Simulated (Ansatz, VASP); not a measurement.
# Two plane-wave programs on KMgF3

INCAR

```
SYSTEM = KMgF3
PREC = Accurate ; ENCUT = 520
EDIFF = 1E-7 ; ISMEAR = 0
SIGMA = 0.01 ; LREAL = .False.
LASPH = .True. ; NELM = 60
ALGO = Normal ; ISIF = 2
LWAVE = .False. ; LCHARG = .False.
GGA = PS ; NBANDS = 24
```

The input KPOINTS:

```
Automatic mesh
0
Gamma
  6 6 6
  0 0 0
```

File POSCAR:

```
KMgF3
1.0
    3.6396925474      0.0000000000      0.0000000000
    0.0000000000      3.6396925474      0.0000000000
    0.0000000000      0.0000000000      3.6396925474
K Mg F
1 1 3
Direct
    0.5000000000      0.5000000000      0.5000000000
    0.0000000000      0.0000000000      0.0000000000
    0.5000000000      0.0000000000      0.0000000000
    0.0000000000      0.5000000000      0.0000000000
    0.0000000000      0.0000000000      0.5000000000
```

Input for Ansatz:

```yaml
crystal:
  lattice:
    - [3.6396925474, 0.0, 0.0]
    - [0.0, 3.6396925474, 0.0]
    - [0.0, 0.0, 3.6396925474]
  atoms:
    - { symbol: K, position: [0.5, 0.5, 0.5] }
    - { symbol: Mg, position: [0.0, 0.0, 0.0] }
    - { symbol: F, position: [0.5, 0.0, 0.0] }
    - { symbol: F, position: [0.0, 0.5, 0.0] }
    - { symbol: F, position: [0.0, 0.0, 0.5] }
scf:
  occupations: { method: fixed }
output:
  forces: true
  stress: true
  eigenvalues: true
hamiltonian:
  xc: pbesol
basis:
  ecutwfc: 560
kpoints:
  mp_grid: { grid: [6, 6, 6] }
```

Alike in both runs: task single point; functional PBEsol; k mesh 6 × 6 × 6; no spin polarisation.

|  | VASP | Ansatz |
| --- | --- | --- |
| version | VASP 6.6.1 | Ansatz 0.2.0 |
| potentials or method | VASP PAW PBE potentials, release 64 (K_sv, Mg, F), cutoff 520 eV | scalar-relativistic, plane waves, PAW |
| occupations | gaussian, width 0.01 eV | fixed |
| valence electrons in the cell | 32 | 40 |

```csv
,VASP,Ansatz,Ansatz less VASP
gap on the k mesh at the Fermi level (eV),9.52,9.54,+0.023
least direct gap on the mesh (eV),9.79,9.81,+0.020
```

VASP's potentials were made for PBE, not for PBEsol. VASP's potentials hold 32 valence electrons a cell and Ansatz's 40, so a difference there can come from the potentials and not from the codes.
